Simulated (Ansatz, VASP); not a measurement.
Two plane-wave programs on NiO

```
CELL_PARAMETERS angstrom
0.00000 2.08590 -2.08590
0.00000 2.08590 2.08590
4.17180 0.00000 0.00000
ATOMIC_POSITIONS crystal
Ni 0.00000 0.00000 0.00000
Ni 0.50000 0.50000 0.50000
O 0.00000 0.00000 0.50000
O 0.50000 0.50000 0.00000
```

Alike in both runs: task single point; functional PBE; k mesh 5 × 5 × 4; occupations gaussian, width 0.05 eV; collinear spin; Hubbard terms Ni d U = 6.2 eV.

|  | VASP | Ansatz |
| --- | --- | --- |
| version | VASP 6.6.1 | Ansatz 0.2.0 |
| potentials or method | VASP PAW PBE potentials, release 64 (Ni, O), cutoff 520 eV | scalar-relativistic, plane waves, PAW |
| valence electrons in the cell | 32 | 48 |

VASP gave:

- gap on the k mesh at the Fermi level (eV): 2.76
- least direct gap on the mesh (eV): 3.24
- pressure (GPa): 3.6
- net moment per atom (μB): 0.00
- size of the moment on the site where the two differ most (μB): 1.84

Task: Which values does Ansatz return?

Result: gap on the k mesh at the Fermi level (eV): 2.45; least direct gap on the mesh (eV): 2.92; pressure (GPa): 14.5; net moment per atom (μB): 0.00; size of the moment on the site where the two differ most (μB): 1.73.

Site moments also hang on the region over which each program counts them. The programs project onto different local orbitals, so the same U acts differently, and such runs can settle in different states. VASP's potentials hold 32 valence electrons a cell and Ansatz's 48, so a difference there can come from the potentials and not from the codes.

The k mesh is coarse, so the values compare programs but aren't converged.
